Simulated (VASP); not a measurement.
CdS:

```
Cd S
1.0
     0.00000    2.91650    2.91650
     2.91650    0.00000    2.91650
     2.91650    2.91650    0.00000
Cd S
1 1
Direct
  0.00000 0.00000 0.00000
  0.25000 0.25000 0.25000
```

```yaml
Program: VASP 6.6.1
Task: relaxation of cell and atoms
Functional: LDA
Potentials_or_basis: VASP PAW LDA potentials, release 64 (Cd, S)
Cutoff: 600 eV
k_mesh: 8 × 8 × 8
Occupations: gaussian, width 0.02 eV
Spin: no spin polarisation
```

At the start: pressure -2.0 GPa; volume 24.81 Å³/atom.

Task: Where does the relaxation end?

Result: Over 3 steps the energy falls by 5.1 meV/atom and the volume is 24.02 Å³/atom (-3.2 %); space group F-43m (No. 216, to 0.1 Å) before and after.

Step by step:
```csv
step,energy change (eV),largest force (eV/Å),pressure (GPa),volume (Å³)
1,0.0000,0.0000,-2.02,49.62
2,-0.0083,0.0000,0.96,47.40
3,-0.0102,0.0000,0.00,48.05
```

Final structure:
```xyz
2
Lattice="0.0000 2.8855 2.8855 2.8855 0.0000 2.8855 2.8855 2.8855 0.0000" Properties=species:S:1:pos:R:3 pbc="T T T"
Cd    0.0000    0.0000    0.0000
S     1.4427    1.4427    1.4427
```
